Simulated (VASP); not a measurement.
# Ta7Mo9 in VASP: notebook

The runs below take Ta7Mo9 through single point, with PBE.

Program: VASP 6.6.1. These are calculated values, not measurements. Logs are shortened: lines on timing, memory, paths and dates and some standing lists are left out, and cuts for length are marked.

## 1. The cell of the first run

The cell holds an amorphous packing of atoms, 16 atoms: a = 6.439 Å, b = 6.551 Å, c = 6.304 Å, α = 85.87°, β = 93.33°, γ = 88.73°.

## 2. Single point, PBE

INCAR reads:

```
SYSTEM = Ta7Mo9
PREC = Accurate ; ENCUT = 520
EDIFF = 1E-6 ; ISMEAR = -1
SIGMA = 0.1534 ; LREAL = Auto
LASPH = .TRUE. ; NELM = 80
ALGO = Normal ; ISIF = 2
LWAVE = .FALSE. ; LCHARG = .TRUE.
GGA = PE ; LELF = .TRUE.
LVHAR = .TRUE. ; ISYM = 0
NBANDS = 116
```

KPOINTS reads:

```
Automatic mesh
0
Gamma
  1 1 1
  0.25 0.25 0.25
```

POSCAR reads:

```
Ta7Mo9
1.0
    6.4357620000      0.0753480000     -0.1865720000
    0.0753480000      6.5467160000      0.2328530000
   -0.1865720000      0.2328530000      6.2967750000
Mo Ta
9 7
Direct
    0.5193478875      0.7545072184      0.7018363376
    0.7525414547      0.5206935961      0.9633649127
    0.4839530267      0.7422384223      0.2096599673
    0.5240742285      0.2451909111      0.2010143506
    0.0399749615      0.7544532782      0.2444358421
    0.2535521056      0.9699979274      0.9595513253
    0.9889696522      0.2610021970      0.1830676658
    0.2975573849      0.5060131988      0.9276236145
    0.2659664293      0.0107330173      0.4633779472
    0.0231371708      0.2522288652      0.7062649531
    0.0073104659      0.7657993531      0.7266356590
    0.5019709131      0.2547312740      0.7212326589
    0.2555876994      0.4830480086      0.4399979879
    0.7555768568      0.4982735783      0.4916801041
    0.7304351847      0.0457093188      0.4679486247
    0.7589801740      0.0014231736      0.9682213607
```

Potentials or basis: VASP PAW PBE potentials, release 64 (Mo_sv, Ta_pv).

The run is started by

```console
$ cat potpaw_PBE.64/Mo_sv/POTCAR potpaw_PBE.64/Ta_pv/POTCAR > POTCAR
$ mpirun -np 1 vasp_std > vasp.out
```

OUTCAR:

```text
SYSTEM = Ta7Mo9
   PREC = Accurate
   ENCUT = 520
   EDIFF = 1E-6
   ISMEAR = -1
   LREAL = Auto
   LASPH = .TRUE.
   NELM = 80
   ISIF = 2
   GGA = PE
   ISYM = 0

 ion  position               nearest neighbor table
   1  0.519  0.755  0.702-   2 2.56   8 2.59   9 2.64  14 2.71  15 2.76  16 2.83   6 2.85  13 3.00
                             3 3.10  11 3.14   3 3.22  12 3.27  12 3.29  11 3.31
   2  0.753  0.521  0.963-   7 2.54   1 2.56  11 2.75   4 2.77   3 2.83  12 2.86   8 2.93  14 2.99
                             5 3.01  10 3.06  16 3.15  14 3.32  16 3.40
   3  0.484  0.742  0.210-   6 2.49  13 2.68   8 2.69  14 2.81   2 2.83   9 2.86   5 2.88  16 2.90
                            15 3.07   1 3.10   1 3.22   4 3.27   4 3.31
   4  0.524  0.245  0.201-  15 2.38   8 2.68  16 2.74   2 2.77   9 2.81  13 2.86  14 2.93   6 2.97
                             7 3.01  12 3.02   3 3.27  12 3.30   3 3.31   7 3.44
   5  0.040  0.754  0.244-  13 2.45   9 2.66   6 2.67  16 2.83   3 2.88  14 2.95   2 3.01  11 3.07
                             8 3.18  15 3.18  11 3.25   7 3.30   7 3.32
   6  0.254  0.970  0.960-   3 2.49  11 2.56   5 2.67  10 2.71   1 2.85  12 2.88   4 2.97   7 3.01
                             8 3.07   9 3.13  16 3.19   9 3.20  16 3.26
   7  0.989  0.261  0.183-   2 2.54  16 2.67  13 2.80  15 2.84   9 2.84   4 3.01   6 3.01  14 3.02
                            10 3.03   8 3.04  10 3.29   5 3.30   5 3.32   4 3.44
   8  0.298  0.506  0.928-  12 2.56   1 2.59   4 2.68   3 2.69  11 2.70  10 2.83   2 2.93   7 3.04
                             6 3.07  13 3.08   5 3.18  13 3.25
   9  0.266  0.011  0.463-   1 2.64   5 2.66  12 2.78  10 2.79   4 2.81   7 2.84  11 2.86   3 2.86
                            15 3.00  13 3.09   6 3.13   6 3.20  15 3.45  13 3.47
  10  0.023  0.252  0.706-  14 2.59   6 2.71  13 2.71  15 2.78   9 2.79   8 2.83  16 2.89   7 3.03
                             2 3.06  12 3.08  11 3.18   7 3.29  12 3.36  11 3.38
  11  0.007  0.766  0.727-   6 2.56   8 2.70   2 2.75  16 2.79  14 2.85   9 2.86  15 2.88   5 3.07
                             1 3.14  13 3.15  10 3.18   5 3.25   1 3.31  10 3.38
  12  0.502  0.255  0.721-   8 2.56  13 2.66  15 2.66  16 2.67  14 2.71   9 2.78   2 2.86   6 2.88
                             4 3.02  10 3.08   1 3.27   1 3.29   4 3.30  10 3.36
  13  0.256  0.483  0.440-   5 2.45  12 2.66   3 2.68  10 2.71   7 2.80   4 2.86   1 3.00   8 3.08
                             9 3.09  11 3.15  14 3.22   8 3.25  14 3.25   9 3.47
  14  0.756  0.498  0.492-  10 2.59   1 2.71  12 2.71   3 2.81  11 2.85   4 2.93   5 2.95  15 2.99
                             2 2.99   7 3.02  13 3.22  13 3.25   2 3.32  15 3.58
  15  0.730  0.046  0.468-   4 2.38  12 2.66   1 2.76  10 2.78   7 2.84  11 2.88  14 2.99   9 3.00
                             3 3.07  16 3.14   5 3.18  16 3.20   9 3.45  14 3.58
  16  0.759  0.001  0.968-  12 2.67   7 2.67   4 2.74  11 2.79   1 2.83   5 2.83  10 2.89   3 2.90
                            15 3.14   2 3.15   6 3.19  15 3.20   6 3.26   2 3.40

IMPORTANT INFORMATION: All symmetrisations will be switched off!
NOSYMM: (Re-)initialisation of all symmetry stuff for point group C_1.

----------------------------------------------------------------------------------------

                                     Primitive cell

  volume of cell :     264.6836

  direct lattice vectors                    reciprocal lattice vectors
     6.435762000  0.075348000 -0.186572000     0.155540365 -0.001956651  0.004680982
     0.075348000  6.546716000  0.232853000    -0.001956651  0.152974127 -0.005714916
    -0.186572000  0.232853000  6.296775000     0.004680982 -0.005714916  0.159161488

  length of vectors
     6.438906658  6.551289051  6.303840499     0.155623087  0.153093345  0.159332831

  position of ions in fractional coordinates (direct lattice)
     0.519347887  0.754507218  0.701836338
     0.752541455  0.520693596  0.963364913
     0.483953027  0.742238422  0.209659967
     0.524074228  0.245190911  0.201014351
     0.039974962  0.754453278  0.244435842
     0.253552106  0.969997927  0.959551325
[... 8 lines left out ...]
     0.730435185  0.045709319  0.467948625
     0.758980174  0.001423174  0.968221361

  ion indices of the primitive-cell ions
   primitive index   ion index
                 1           1
                 2           2
                 3           3
                 4           4
                 5           5
                 6           6
[... 8 lines left out ...]
                15          15
                16          16

----------------------------------------------------------------------------------------

 KPOINTS: Automatic mesh

Automatic generation of k-mesh.
 Grid dimensions read from file:
 generate k-points for:    1    1    1

 Generating k-lattice:

  Cartesian coordinates                     Fractional coordinates (reciprocal lattice)
     0.155540365 -0.001956651  0.004680982     1.000000000 -0.000000000 -0.000000000
    -0.001956651  0.152974127 -0.005714916    -0.000000000  1.000000000  0.000000000
     0.004680982 -0.005714916  0.159161488     0.000000000  0.000000000  1.000000000

  Length of vectors
     0.155623087  0.153093345  0.159332831

  Shift w.r.t. Gamma in fractional coordinates (k-lattice)
     0.250000000  0.250000000  0.250000000

 Subroutine IBZKPT returns following result:
 ===========================================

 Found      1 irreducible k-points:

 Following reciprocal coordinates:
            Coordinates               Weight
  0.250000  0.250000  0.250000      2.000000
   k-points           NKPTS =      1   k-points in BZ     NKDIM =      1   number of bands    NBANDS=    116
   number of dos      NEDOS =    301   number of ions     NIONS =     16
   total plane-waves  NPLWV = 115200
   dimension x,y,z NGX =    48 NGY =   50 NGZ =   48
   dimension x,y,z NGXF=    96 NGYF=  100 NGZF=   96
   ions per type =               9   7
   NGX,Y,Z   is equivalent  to a cutoff of  12.39, 12.69, 12.66 a.u.
   NGXF,Y,Z  is equivalent  to a cutoff of  24.79, 25.38, 25.32 a.u.
 SYSTEM =  Ta7Mo9
   PREC   = accura    normal or accurate (medium, high low for compatibility)
   ISTART =      0    job   : 0-new  1-cont  2-samecut
   ICHARG =      2    charge: 1-file 2-atom 10-const
   ISPIN  =      1    spin polarized calculation?
   LNONCOLLINEAR =      F non collinear calculations
   LSORBIT =      F    spin-orbit coupling
   LASPH  =      T    aspherical Exc in radial PAW
   ENCUT  =  520.0 eV  38.22 Ry    6.18 a.u.  11.97 12.18 11.72*2*pi/ulx,y,z
   NELM   =     80;   NELMIN=  2; NELMDL= -5     # of ELM steps
   EDIFF  = 0.1E-05   stopping-criterion for ELM
   LREAL  =      T    real-space projection
   EDIFFG = 0.1E-04   stopping-criterion for IOM
   NSW    =      0    number of steps for IOM
   IBRION =     -1    ionic relax: 0-MD 1-quasi-New 2-CG
   NFREE  =      0    steps in history (QN), initial steepest desc. (CG)
   ISIF   =      2    stress and relaxation
   ISYM   =      0    0-nonsym 1-usesym 2-fastsym
   POTIM  = 0.5000    time-step for ionic-motion
   TEBEG  =    0.0;   TEEND  =   0.0 temperature during run
   PSTRESS=    0.0 pullay stress
   NELECT =     203.0000    total number of electrons
   NUPDOWN=      -1.0000    fix difference up-down
   EMIN   =  10.00;   EMAX   =-10.00  energy-range for DOS
   EFERMI =   0.00;   METHOD = LEGACY
   ISMEAR =    -1;   SIGMA  =   0.15  broadening in eV -4-tet -1-fermi 0-gaus
   EFERMI_NEDOS =   21; number of points for ismear=-14 and -15
   IALGO  =     38    algorithm
   IMIX   =      4    mixing-type and parameters
     AMIX     =   0.40;   BMIX     =  1.00
     AMIX_MAG =   1.60;   BMIX_MAG =  1.00
  volume/ion in A,a.u.               =      16.54       111.64
  Fermi-wavevector in a.u.,A,eV,Ry     =   1.498527  2.831805 30.553007  2.245583
  Thomas-Fermi vector in A             =   2.610274
   LORBIT       =      0    0 simple, 1 ext, 2 COOP (PROOUT), +10 PAW based schemes
   GGA     = PE    functional components
   LHFCALC =     F    Hartree Fock is set to
   AEXX    =    0.0000 exact exchange contribution
   IVDW    =     0    specifies the selected vdW correction
   LEPSILON=     F    determine dielectric tensor
   LRPA    =     F    only Hartree local field effects (RPA)
 non-spin polarized calculation
  energy-cutoff  :      520.00
  volume of cell :      264.68
 maximum number of plane-waves:      7123
 NGX is ok and might be reduce to    48
   NGX = 23   NGY = 25   NGZ = 23

 number of electron     203.0000003 magnetization

 Free energy of the ion-electron system (eV)
  ---------------------------------------------------
  ext. energy  EPLUGINS =         0.00000000
  ---------------------------------------------------
  free energy    TOTEN  =      -178.28038762 eV

  energy without entropy =     -177.18471701  energy(sigma->0) =     -177.73255232

 E-fermi :   9.1848     XC(G=0): -13.0314

 val. band max:        9.0295289418   @ k =   0.2500   0.2500   0.2500
 cond. band min:       9.2083937957   @ k =   0.2500   0.2500   0.2500
 fundamental gap:      0.1788648538
 Fermi energy:         9.1847814872

 k-point     1 :       0.2500    0.2500    0.2500
  band No.  band energies     occupation
      1     -51.4920      2.00000
      2     -51.4328      2.00000
      3     -51.4068      2.00000
      4     -51.3571      2.00000
      5     -51.3134      2.00000
      6     -51.2904      2.00000
[... 105 lines left out ...]
    112      10.8669      0.00003
    113      11.0064      0.00001
 [bands above 113 left out]

------------------------ aborting loop because EDIFF is reached ----------------------------------------

  FORCE on cell =-STRESS in cart. coord.  units (eV):
  Direction    XX          YY          ZZ          XY          YZ          ZX
  --------------------------------------------------------------------------------------
  -------------------------------------------------------------------------------------
  Total       15.6215874     20.9534554     22.5458771     -6.2282771    -11.7364089      5.8621844
  in kB       94.5602868    126.8350459    136.4742617    -37.7008848    -71.0426007     35.4848598
  external PRESSURE =     119.2898648 kB  Pullay stress =       0.0000000 kB

 VOLUME and BASIS-vectors are now :
 -----------------------------------------------------------------------------
  energy-cutoff  :      520.00
  volume of cell :      264.68
      direct lattice vectors                 reciprocal lattice vectors
     6.435762000  0.075348000 -0.186572000     0.155540365 -0.001956651  0.004680982
     0.075348000  6.546716000  0.232853000    -0.001956651  0.152974127 -0.005714916
    -0.186572000  0.232853000  6.296775000     0.004680982 -0.005714916  0.159161488

 POSITION                                       TOTAL-FORCE (eV/Angst)
 -----------------------------------------------------------------------------------
      3.26831      5.14210      4.49810        -1.229555      0.757512      0.550095
      4.70267      3.68986      6.04693         1.081401     -0.674306      0.253261
      3.13142      4.94451      1.40272         2.222840     -0.191292     -0.039005
      3.35379      1.69149      1.22506        -2.390188      1.643689     -0.916810
      0.26851      4.99912      1.70738        -2.326617      0.366086     -1.846726
      1.52586      6.59284      6.22064         0.201548      2.190843      0.845370
[... 8 lines left out ...]
      4.61705      0.46325      2.82093         2.500548     -3.451363     -0.550377
      4.70408      0.29196      5.95540         0.237349     -0.917312      1.629450
 -----------------------------------------------------------------------------------
    total drift:                               -0.004441      0.000840     -0.002700

  FREE ENERGIE OF THE ION-ELECTRON SYSTEM (eV)
  ---------------------------------------------------
  free  energy   TOTEN  =      -178.2803876236 eV

  energy  without entropy=     -177.1847170080  energy(sigma->0) =     -177.73255232
```

Wall time 1.9 min (1 thread of Intel Xeon Platinum 8488C (Sapphire Rapids), shared host); peak memory 0.33 GiB.

Results:

```yaml
Free_energy: -178.2804 eV
Pressure: 11.9 GPa
Largest_force: 4.297 eV/Å
```

Forces on the atoms (eV/Å):
```
Mo  -1.230  0.758  0.550
Mo   1.081 -0.674  0.253
Mo   2.223 -0.191 -0.039
Mo  -2.390  1.644 -0.917
Mo  -2.327  0.366 -1.847
Mo   0.202  2.191  0.845
Mo   1.278  0.150  1.204
Mo  -2.131 -0.576  2.171
Mo  -0.624 -0.313 -0.786
Ta   0.106 -0.999  1.555
Ta   0.157 -0.358 -1.165
Ta   0.183 -0.917 -0.249
Ta   0.757  1.080 -0.026
Ta  -0.022  2.210 -2.629
Ta   2.501 -3.451 -0.550
Ta   0.237 -0.917  1.629
```

Caveat: the k points lie up to 1.00 Å⁻¹ apart; spin-orbit coupling is left out, which moves the levels of the heavy elements.

[end of part 1 of 2]
